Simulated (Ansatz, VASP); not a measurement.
**Os in VASP and in Ansatz**

```
Os
1.0
     2.71752    0.00000    0.00000
    -1.35876    2.35345    0.00000
     0.00000    0.00000    4.28446
Os
2
Direct
  0.33333 0.66667 0.25000
  0.66667 0.33333 0.75000
```

Alike in both runs: task single point; functional LDA; k mesh 11 × 11 × 6; occupations fermi-dirac, width 0.1 eV; no spin polarisation.

```csv
,VASP,Ansatz
version,VASP 6.6.1,Ansatz 0.2.0
potentials or method,"VASP PAW LDA potentials, release 64 (Os_sv_GW), cutoff 500 eV","plane waves (420 eV) with PAW, scalar-relativistic"
valence electrons in the cell,32,32
```

```tsv
	VASP	Ansatz	Ansatz less VASP
pressure (GPa)	-0.5	0.2	+0.73
traceless stress, the component that is largest in VASP (GPa)	1.33	1.16	-0.170
```

Ansatz warns that its potentials were made for another functional, while VASP's fit it. LDA's correlation is that of Perdew and Zunger in VASP and of Perdew and Wang (1992) in Ansatz.

Spin-orbit coupling is off throughout.
